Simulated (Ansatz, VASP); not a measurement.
## Two plane-wave programs on K

File INCAR:

```
SYSTEM = K
  ALGO = Normal
  EDIFF = 1E-6
  ENCUT = 520
  GGA = PS
  ISIF = 2
  ISMEAR = 0
  LASPH = .TRUE.
  LCHARG = .FALSE.
  LREAL = .FALSE.
  LWAVE = .FALSE.
  NBANDS = 10
  NELM = 100
  PREC = Accurate
  SIGMA = 0.15
```

Contents of KPOINTS:

```
k-points
0
G
  14 14 14
  0 0 0
```

The input POSCAR:

```
K
1.0
   -2.6180000000      2.6180000000      2.6965400000
    2.6180000000     -2.6180000000      2.6965400000
    2.6180000000      2.6180000000     -2.6965400000
K
1
Direct
    0.0000000000      0.0000000000      0.0000000000
```

Input for Ansatz:

```yaml
crystal:
  lattice:
    - [-2.618, 2.618, 2.69654]
    - [2.618, -2.618, 2.69654]
    - [2.618, 2.618, -2.69654]
  atoms:
    - { symbol: K, position: [0.0, 0.0, 0.0] }
basis:
  ecutwfc: 420
kpoints:
  mp_grid: { grid: [14, 14, 14] }
hamiltonian:
  xc: pbesol
scf:
  occupations: { method: gaussian, width: 0.15 }
output:
  forces: true
  stress: true
  eigenvalues: true
```

Change from the starting cell: strain +0.000 along x and y, +0.030 along z, atoms carried along.

Alike in both runs: task single point; functional PBEsol; k mesh 14 × 14 × 14; occupations gaussian, width 0.15 eV; no spin polarisation.

|  | VASP | Ansatz |
| --- | --- | --- |
| version | VASP 6.6.1 | Ansatz 0.2.0 |
| potentials or method | VASP PAW PBE potentials, release 64 (K_sv), cutoff 520 eV | scalar-relativistic, plane waves, PAW |
| valence electrons in the cell | 9 | 9 |

|  | VASP | Ansatz | Ansatz less VASP |
| --- | --- | --- | --- |
| gap on the k mesh at the Fermi level (eV) | none | none | - |
| pressure (GPa) | -0.2 | -0.1 | +0.01 |

VASP's potentials were made for PBE, not for PBEsol. A gap of «none» marks a metal or a gap that the smearing closes.
